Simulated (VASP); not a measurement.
## Mg: single point with PBEsol

The system is Mg.

```xyz
2
Lattice="3.1294 0.0000 0.0000 -1.5647 2.7102 0.0000 0.0000 0.0000 5.3498" Properties=species:S:1:pos:R:3 pbc="T T T"
Mg    0.0000    1.8068    1.3374
Mg    1.5647    0.9034    4.0123
```

```yaml
Program: VASP 6.6.1
Task: single point
Functional: PBEsol
Potentials_or_basis: VASP PAW PBE potentials, release 64 (Mg)
Cutoff: 520 eV
k_mesh: 7 × 7 × 4
Occupations: fermi-dirac, width 0.05 eV
Spin: no spin polarisation
```

```json
{"Pressure": "0.0 GPa", "Band gap on the k mesh": "zero (band 2 reaches 3.36 eV, above the bottom of band 3 at 0.94 eV)"}
```

Stress tensor (GPa, compression positive):
```
-0.01  0.00  0.00
 0.00 -0.01  0.00
 0.00  0.00 -0.09
```

Levels at points of the mesh, in eV from the Fermi level:
| k point | band 1 | band 2 | band 3 | band 4 | band 5 | band 6 |
| --- | --- | --- | --- | --- | --- | --- |
| (0.00, 0.00, 0.00) | -6.99 | -1.96 | -1.72 | 11.36 | 11.54 | 11.54 |
| (0.00, 0.00, 0.50) | -5.68 | -5.68 | 4.29 | 4.29 | 12.23 | 12.23 |

It took 14 s on 1 thread of AMD EPYC 7R13 (shared host), peak memory 0.13 GiB.

Caveat: the PAW data sets were made with another functional, which shifts forces and pressure a little.
